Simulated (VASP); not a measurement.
Input of a VASP 6.6.1 run:

INCAR

```
PREC = Accurate
ENCUT = 520
EDIFF = 1E-6
ISMEAR = 0
SIGMA = 0.01
LREAL = F
LASPH = T
NELM = 150
ALGO = Normal
ISIF = 2
LWAVE = F
LCHARG = F
LMAXMIX = 4
LDAU = T
LDAUTYPE = 2
LDAUL = -1 2 -1
LDAUU = 0 1.5 0
LDAUJ = 0 0 0
LDAUPRINT = 1
GGA = PS
NBANDS = 28
```

Contents of KPOINTS:

```
regular mesh
0
Gamma
  6 6 6
```

File POSCAR:

```
BaTiO3
1.0
    2.8273666100      1.6323808700      2.3183934900
   -2.8273666100      1.6323808700      2.3183934900
    0.0000000000     -3.2647617400      2.3183934900
Ba Ti O
1 1 3
Direct
    0.0000000000      0.0000000000      0.0000000000
    0.4845000003      0.4845000003      0.4845000003
    0.5086000008      0.5086000008      0.0175000010
    0.0175000007      0.5086000000      0.5086000018
    0.5086000000      0.0175000007      0.5086000018
```

Potentials or basis: VASP PAW PBE potentials, release 64 (Ba_sv, Ti_sv, O).

Run with:

```console
$ cat potpaw_PBE.64/Ba_sv/POTCAR potpaw_PBE.64/Ti_sv/POTCAR potpaw_PBE.64/O/POTCAR > POTCAR
$ mpirun -np 1 vasp_std > vasp.out
```

Problem. What does it give for the largest force?

Solution. 0.532 eV/Å.

Problem. Estimate the band gap on the k mesh.

Solution. 2.48 eV, indirect (least direct gap 2.88 eV).

Eigenvalues of the final occupation matrices:
```tsv
site	spin	trace	eigenvalues
site 2 d	1	0.89	0.13 0.13 0.13 0.25 0.25
site 2 d	2	0.89	0.13 0.13 0.13 0.25 0.25
```

Caveat: the PAW data sets were made with another functional, which shifts forces and pressure a little; spin-orbit coupling is left out, which moves the levels of the heavy elements. A k mesh can miss the band edges.
